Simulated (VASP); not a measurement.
Au: relaxation of cell and atoms with LDA

Crystal: Au.

```
CELL_PARAMETERS angstrom
-1.61500 1.61500 1.61500
1.61500 -1.61500 1.61500
1.61500 1.61500 -1.61500
ATOMIC_POSITIONS crystal
Au 0.00000 0.00000 0.00000
```

This isn't the form of Au at room conditions, which is fcc.

- Program: VASP 6.6.1
- Task: relaxation of cell and atoms
- Functional: LDA
- Potentials or basis: VASP PAW LDA potentials, release 64 (Au)
- Cutoff: 500 eV
- k mesh: 20 × 20 × 20
- Occupations: fermi-dirac, width 0.05 eV
- Spin: no spin polarisation
- Target pressure: 15 GPa
- Dipole correction: no
- Further INCAR settings: ALGO = Normal; EDIFF = 1e-07; IBRION = 2; EDIFFG = -0.03; NSW = 60; ISIF = 3

```
Relaxed volume                                             : 15.60 Å³/atom
Relaxed cell                                               : a = 2.727 Å, b = 2.727 Å, c = 2.727 Å, α = 109.47°, β = 109.47°, γ = 109.47°
Space group after relaxing (to 0.1 Å)                      : Im-3m (No. 229)
Energy change on relaxing (the run minimises the enthalpy) : +44.4 meV/atom
Ionic steps                                                : 5
Pressure after relaxing                                    : 15.0 GPa
Band gap on the k mesh                                     : zero (an odd number of electrons rules out a gap without spin polarisation)
```

The path:
| step | energy change (eV) | largest force (eV/Å) | pressure (GPa) | volume (Å³) |
| --- | --- | --- | --- | --- |
| 1 | 0.0000 | 0.0000 | -2.18 | 16.85 |
| 2 | 0.9420 | 0.0000 | 104.49 | 12.82 |
| 3 | 0.0368 | 0.0000 | 13.55 | 15.69 |
| 4 | 0.0420 | 0.0000 | 14.56 | 15.63 |
| 5 | 0.0444 | 0.0000 | 15.01 | 15.60 |

Final structure:
```xyz
1
Lattice="-1.5742 1.5742 1.5742 1.5742 -1.5742 1.5742 1.5742 1.5742 -1.5742" Properties=species:S:1:pos:R:3 pbc="T T T"
Au    0.0000    0.0000    0.0000
```

Levels at points of the mesh, in eV from the Fermi level:
```
           k point  band 2  band 3  band 4  band 5  band 6  band 7  band 8  band 9
(0.00, 0.00, 0.00)   -5.42   -5.42   -5.42   -3.15   -3.15   16.44   16.44   16.44
(0.50, 0.00, 0.00)   -6.69   -3.32   -2.89   -1.32   -1.07    4.13   12.35   14.47
(0.50, 0.50, 0.50)   -7.72   -1.78   -1.78   -1.78    6.33    6.33    6.33   10.83
```

It took 33 s on 1 thread of Intel(R) Xeon(R) 6975P-C (Granite Rapids), with other jobs on the host, peak memory 0.16 GiB.

Caveat: the cell is relaxed towards a set pressure, so the run minimises the enthalpy, not the energy; spin-orbit coupling is left out, which moves the levels of the heavy elements.
